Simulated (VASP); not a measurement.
# Be (P1) in VASP: further runs, part 2 of 4

VASP 6.6.1. The steps go on from the part before.

## (3) Single point, PBE+D3(BJ)

INCAR reads:

```
ALGO = Normal
EDIFF = 1E-6
ENCUT = 520
GGA = PE
ISIF = 2
ISMEAR = -1
IVDW = 12
LASPH = True
LCHARG = False
LREAL = Auto
LWAVE = False
NBANDS = 60
NELM = 60
PREC = Accurate
SIGMA = 0.24
```

KPOINTS reads:

```
k-points
0
Gamma
  2 2 2
```

POSCAR reads:

```
Be
1.0
    6.9826430000      0.0000000000      0.0000000000
   -3.4913210000      6.0471460000      0.0000000000
    0.0000000000      0.0000000000      7.2945340000
Be
36
Direct
    0.0121468582      0.0036711533     -0.0104324690
    0.0883693803      0.1630190506      0.2659936879
    0.1249195093      0.0294353733      0.5178535051
    0.0523120482      0.2008054709      0.7815578075
    0.0902517025      0.3928299399      0.0234559192
    0.1773622982      0.5449678245      0.3746503889
   -0.0525090664      0.2032032962      0.5283545186
    0.1402296518      0.5422227279      0.7017034947
   -0.0160639086      0.6375900301     -0.0224551699
    0.0626776272      0.8508972662      0.3035423510
   -0.0168805235      0.6650575329      0.5160439310
   -0.0657264133      0.8197916835      0.7471758991
    0.5045448863      0.0785825247      0.0101308733
    0.3808536182      0.1442333292      0.2812242701
    0.3829566985      0.0357027927      0.5717705888
    0.3818124228      0.1839876199      0.7999962712
    0.3385729410      0.2558727704      0.0526969920
    0.4095281430      0.5019557987      0.2717788415
    0.3346358878      0.3933591152      0.5858633327
    0.3911871498      0.5155985981      0.8203676890
    0.3367337368      0.7278309470     -0.0044690997
    0.4579780193      0.8357000145      0.2152296500
    0.4269321818      0.7324777672      0.5544699634
    0.4289145231      0.8812586963      0.7629548371
    0.7172280844     -0.0098393523     -0.0895602104
    0.8342094726      0.3136024829      0.2221800598
    0.5981580761      0.0421686528      0.3986546639
    0.7771267738      0.2720456890      0.7672320124
    0.6412389670      0.3813865251     -0.0243469974
    0.7514472831      0.5537984365      0.2015344640
    0.6940475014      0.3638410582      0.4852263352
    0.6733283177      0.5285137815      0.7039106268
    0.7151369995      0.6790972138     -0.0547259085
    0.7798002109      0.9102475779      0.2136257093
    0.6920421345      0.7052583152      0.4210687071
    0.7545069677      0.9198388794      0.6057138126
```

Potentials or basis: VASP PAW PBE potentials, release 64 (Be).

On the command line:

```
$ cat potpaw_PBE.64/Be/POTCAR > POTCAR
$ mpirun -np 1 vasp_std > vasp.out
```

OUTCAR:

```text
EDIFF = 1E-6
   ENCUT = 520
   GGA = PE
   ISIF = 2
   ISMEAR = -1
   IVDW = 12
   LASPH = True
   LREAL = Auto
   NELM = 60
   PREC = Accurate
 IVDW          = 12

 ion  position               nearest neighbor table
   1  0.012  0.004  0.990-   4 1.97  12 2.09  25 2.09  17 2.12  34 2.16  33 2.20   2 2.23
   2  0.088  0.163  0.266-  34 2.03  10 2.11  14 2.11   3 2.13  17 2.18   7 2.23   1 2.23  18 2.31
                             5 2.38
   3  0.125  0.029  0.518-  15 1.82  10 1.91   7 2.13   2 2.13  12 2.18  11 2.22  19 2.26  14 2.32

   4  0.052  0.201  0.782-   1 1.97   7 1.99   5 2.15  28 2.22   8 2.22  25 2.25  19 2.25  20 2.30
                            16 2.37  12 2.37
   5  0.090  0.393  0.023-  21 2.11  26 2.15   4 2.15   9 2.20  20 2.35  17 2.37   2 2.38
   6  0.177  0.545  0.375-  18 1.94  23 2.05  11 2.18  22 2.31   7 2.39
   7  0.947  0.203  0.528-  36 1.84   4 1.99   3 2.13   2 2.23  28 2.29  27 2.32  19 2.38   6 2.39

   8  0.140  0.542  0.702-  20 2.04  23 2.07  11 2.17   4 2.22  19 2.25  24 2.26  28 2.33
   9  0.984  0.638  0.978-  33 2.05  29 2.16  30 2.17   5 2.20  21 2.22  12 2.24
  10  0.063  0.851  0.304-   3 1.91  11 1.92   2 2.11  14 2.15  30 2.25  34 2.31
  11  0.983  0.665  0.516-  10 1.92  31 2.07  12 2.12   8 2.17   6 2.18   3 2.22  35 2.29  32 2.32
[... 288 lines left out ...]
      5      -1.7619      2.00000
      6      -1.6675      2.00000
[... 397 lines left out ...]
     47       8.4182      0.00005
     48       8.8234      0.00001
 [bands above 48 left out]

------------------------ aborting loop because EDIFF is reached ----------------------------------------

 Edisp (eV)  -11.80474

 E8    (eV) :    -4.0904

  FORCE on cell =-STRESS in cart. coord.  units (eV):
  Direction    XX          YY          ZZ          XY          YZ          ZX
  --------------------------------------------------------------------------------------
  -------------------------------------------------------------------------------------
  Total      -1.47114     1.06739    12.00799     2.72708     6.90031    -1.72782
  in kB      -7.65240     5.55222    62.46161    14.18536    35.89313    -8.98756
  external pressure =       20.12 kB  Pullay stress =        0.00 kB

 VOLUME and BASIS-vectors are now :
 -----------------------------------------------------------------------------
  energy-cutoff  :      520.00
  volume of cell :      308.01
      direct lattice vectors                 reciprocal lattice vectors
     6.982643000  0.000000000  0.000000000     0.143212248  0.082683621  0.000000000
    -3.491321000  6.047146000  0.000000000     0.000000000  0.165367266  0.000000000
     0.000000000  0.000000000  7.294534000     0.000000000  0.000000000  0.137088949

 POSITION                                       TOTAL-FORCE (eV/Angst)
 -----------------------------------------------------------------------------------
      0.07200      0.02220      7.21843         0.334957     -0.856136      1.605786
      0.04790      0.98580      1.94030         0.236773      2.001624     -0.412685
      0.76950      0.17800      3.77750        -3.157937      0.749215      1.049236
     -0.33580      1.21430      5.70110         0.574823     -0.240702     -0.930996
     -0.74130      2.37550      0.17110         0.698368     -0.589711      0.059897
     -0.66420      3.29550      2.73290        -1.657075     -0.599280     -0.489106
[... 28 lines left out ...]
      2.37000      4.26480      3.07150         0.819816     -1.701413      0.909117
      2.05700      5.56240      4.41840        -0.873275      0.094647      2.449605
 -----------------------------------------------------------------------------------
    total drift:                                0.000952     -0.001000     -0.000389

  FREE ENERGIE OF THE ION-ELECTRON SYSTEM (eV)
  ---------------------------------------------------
  free  energy   TOTEN  =      -130.1560249046 eV

  energy  without entropy=     -128.6519992948  energy(sigma->0) =     -129.40401210
```

OSZICAR:

```text
N       E                     dE             d eps       ncg     rms          rms(c)
DAV:   1     0.100690764069E+03    0.10069E+03   -0.27833E+04   960   0.102E+03
DAV:   2    -0.110992914795E+03   -0.21168E+03   -0.19556E+03  1208   0.180E+02
DAV:   3    -0.123465677790E+03   -0.12473E+02   -0.11934E+02  1240   0.365E+01
DAV:   4    -0.123721043792E+03   -0.25537E+00   -0.25329E+00  1208   0.599E+00
DAV:   5    -0.123725607736E+03   -0.45639E-02   -0.45548E-02  1216   0.623E-01    0.873E+00
DAV:   6    -0.119095038630E+03    0.46306E+01   -0.68165E+00  1152   0.845E+00    0.433E+00
DAV:   7    -0.118484952121E+03    0.61009E+00   -0.20763E+00  1168   0.464E+00    0.209E+00
DAV:   8    -0.118361398956E+03    0.12355E+00   -0.25242E-01  1232   0.178E+00    0.760E-01
DAV:   9    -0.118352226620E+03    0.91723E-02   -0.26780E-02  1176   0.606E-01    0.265E-01
DAV:  10    -0.118351325420E+03    0.90120E-03   -0.23485E-03  1168   0.182E-01    0.696E-02
DAV:  11    -0.118351279232E+03    0.46188E-04   -0.24932E-04  1160   0.519E-02    0.193E-02
DAV:  12    -0.118351280976E+03   -0.17442E-05   -0.29713E-05  1152   0.168E-02    0.553E-03
DAV:  13    -0.118351283091E+03   -0.21150E-05   -0.21748E-06   848   0.487E-03    0.207E-03
DAV:  14    -0.118351284328E+03   -0.12368E-05   -0.27311E-07   624   0.206E-03    0.515E-04
DAV:  15    -0.118351284544E+03   -0.21577E-06   -0.37136E-08   624   0.877E-04
   1 F= -.13015602E+03 E0= -.12940401E+03  d E =-.150403E+01
```

stdout:

```text
POSCAR found type information on POSCAR Be
 POSCAR found :  1 types and      36 ions
 scaLAPACK will be used
 LDA part: xc-table for (Slater+PW92), standard interpolation
 POSCAR, INCAR and KPOINTS ok, starting setup
 FFT: planning ... GRIDC
 FFT: planning ... GRID_SOFT
 FFT: planning ... GRID
 WAVECAR not read
 entering main loop
```

It took 3.6 min on 1 thread of Intel Xeon 6975P-C (Granite Rapids), shared host; peak memory 0.41 GiB.

Results:

- Free energy: -130.1560 eV
- Pressure: 2.0 GPa
- Largest force: 3.552 eV/Å
- Band gap on the k mesh: zero (bands 36 and 37 overlap by 0.36 eV)
- Dispersion energy per atom: -0.328 eV

Forces on the atoms (eV/Å):
```
Be   0.335 -0.856  1.606
Be   0.237  2.002 -0.413
Be  -3.158  0.749  1.049
Be   0.575 -0.241 -0.931
Be   0.698 -0.590  0.060
Be  -1.657 -0.599 -0.489
Be  -0.526  2.892 -1.994
Be  -0.336 -0.325  0.625
Be  -0.195 -0.216 -0.140
Be  -0.145 -0.007 -2.733
Be  -0.146 -0.295  0.781
Be   1.658  1.542  0.395
Be  -0.454 -1.828  0.589
Be   1.387  0.355  1.590
Be   0.984 -0.272 -1.603
Be  -0.575  0.112 -0.996
Be  -1.939  0.684 -0.049
Be   0.840 -0.164 -1.230
Be  -0.064 -1.148 -2.363
Be   0.233  0.697  1.541
Be  -0.135 -1.230 -1.032
Be  -0.723 -0.221  1.449
Be   0.614 -0.846 -2.028
Be  -0.032  0.933  1.400
Be   1.123 -0.931  0.799
Be   0.456 -1.101  0.195
Be   2.167  0.764  1.206
Be  -0.198 -0.262 -0.513
Be   0.934  0.567 -0.415
Be  -0.679  0.882  1.538
Be  -0.335 -0.897 -1.014
Be   0.125 -0.502 -0.620
Be  -0.949  1.856  1.345
Be  -0.067  0.102 -0.963
Be   0.820 -1.701  0.909
Be  -0.873  0.095  2.450
```

Caveat: the k points lie up to 0.52 Å⁻¹ apart; forces of over 1 eV/Å act on the atoms, so gaps and moduli don't describe the material at rest.

[end of part 2 of 4]
